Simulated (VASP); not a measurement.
A run of VASP 6.6.1 is set up as follows.

Contents of POSCAR:

```
Ti
1.0
    4.6000000000      0.0000000000      0.0000000000
   -2.3000000000      3.9837200000      0.0000000000
    0.0000000000      0.0000000000      2.8200000000
Ti
3
Direct
    0.0000000000      0.0000000000      0.0000000000
    0.3333333333      0.6666666667      0.5000000000
    0.6666666667      0.3333333333      0.5000000000
```

File INCAR.step1:

```
PREC = Accurate ; ENCUT = 600
ISMEAR = -1 ; SIGMA = 0.1
LREAL = False ; LASPH = True
NELM = 80 ; GGA = PE
ALGO = Normal ; EDIFF = 1E-4
LWAVE = True ; LCHARG = False
```

INCAR.step2

```
PREC = Accurate ; ENCUT = 600
EDIFF = 1E-7 ; ISMEAR = -1
SIGMA = 0.1 ; LREAL = False
LASPH = True ; NELM = 80
ALGO = Normal ; ISIF = 3
LWAVE = False ; LCHARG = False
METAGGA = R2SCAN ; LMIXTAU = True
IBRION = 2 ; NSW = 80
EDIFFG = -0.01 ; PSTRESS = 450.0
ISTART = 1
```

Contents of KPOINTS:

```
regular mesh
0
Gamma
  5 5 7
```

Potentials or basis: VASP PAW PBE potentials, release 64 (Ti_sv).

The run is started by

```sh
$ cat potpaw_PBE.64/Ti_sv/POTCAR > POTCAR
$ cp INCAR.step1 INCAR
$ mpirun -np 1 vasp_std > vasp.out
$ cp INCAR.step2 INCAR
$ mpirun -np 1 vasp_std > vasp.out
```

Question: Estimate the band gap on the k mesh.

Answer: Zero (band 18 reaches 11.80 eV, above the bottom of band 19 at 11.27 eV).

Question: Predict the space group after relaxing (to 0.05 Å).

Answer: P6/mmm (No. 191).

Final structure:
```cif
data_structure
_symmetry_space_group_name_H-M 'P 1'
_symmetry_Int_Tables_number 1
_cell_length_a 4.1846
_cell_length_b 4.1846
_cell_length_c 2.6297
_cell_angle_alpha 90.000
_cell_angle_beta 90.000
_cell_angle_gamma 120.000
_cell_volume 39.88
loop_
_atom_site_label
_atom_site_type_symbol
_atom_site_fract_x
_atom_site_fract_y
_atom_site_fract_z
_atom_site_occupancy
Ti1 Ti 0.00000 0.00000 0.00000 1
Ti2 Ti 0.33333 0.66667 0.50000 1
Ti3 Ti 0.66667 0.33333 0.50000 1
```

Caveat: the cell is relaxed towards a set pressure, so the enthalpy falls and the energy may rise.
